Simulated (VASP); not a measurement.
Wanted: the native input for a VASP 6.6.1 run.

* Task: single point
* Functional: PBE
* Potentials or basis: VASP PAW PBE potentials, release 64 (Sr_sv, Zr_sv, Ge_d, O)
* Cutoff: 520 eV
* k mesh: 6 × 6 × 6
* Occupations: gaussian, width 0.05 eV
* Spin: no spin polarisation
* Dipole correction: no
* Further INCAR settings: ALGO = Normal; EDIFF = 1e-06; NBANDS = 52

The structure of Sr2ZrGeO6 lies in POSCAR:

```
Sr2ZrGeO6
1.0
    0.0000000000      3.9989701120      3.9989701120
    3.9989701120      0.0000000000      3.9989701120
    3.9989701120      3.9989701120      0.0000000000
Sr Zr Ge O
2 1 1 6
Direct
    0.2500000000      0.2500000000      0.2500000000
    0.7500000000      0.7500000000      0.7500000000
    0.5000000000      0.5000000000      0.5000000000
    0.0000000000      0.0000000000      0.0000000000
    0.7600955181      0.2399044819      0.2399044819
    0.2399044819      0.7600955181      0.7600955181
    0.2399044819      0.7600955181      0.2399044819
    0.7600955181      0.2399044819      0.7600955181
    0.2399044819      0.2399044819      0.7600955181
    0.7600955181      0.7600955181      0.2399044819
```

The input as run:

INCAR

```
SYSTEM = Sr2ZrGeO6
PREC = Accurate
ENCUT = 520
EDIFF = 1E-6
ISMEAR = 0
SIGMA = 0.05
LREAL = .FALSE.
LASPH = .TRUE.
NELM = 100
ALGO = Normal
ISIF = 2
LWAVE = .FALSE.
LCHARG = .FALSE.
GGA = PE
NBANDS = 52
```

KPOINTS

```
Automatic mesh
0
G
  6 6 6
  0 0 0
```

Potentials or basis: VASP PAW PBE potentials, release 64 (Sr_sv, Zr_sv, Ge_d, O).

Launch:

```console
$ cat potpaw_PBE.64/Sr_sv/POTCAR potpaw_PBE.64/Zr_sv/POTCAR potpaw_PBE.64/Ge_d/POTCAR potpaw_PBE.64/O/POTCAR > POTCAR
$ mpirun -np 1 vasp_std > vasp.out
```

It gave:

```json
{
 "Pressure": "0.4 GPa",
 "Largest force": "0.009 eV/Å",
 "Band gap on the k mesh": "4.12 eV (least direct gap 4.20 eV)"
}
```

Run time: 100 s on 1 thread of Intel(R) Xeon(R) Platinum 8375C CPU @ 2.90GHz (Ice Lake) (shared host), peak memory 0.32 GiB.
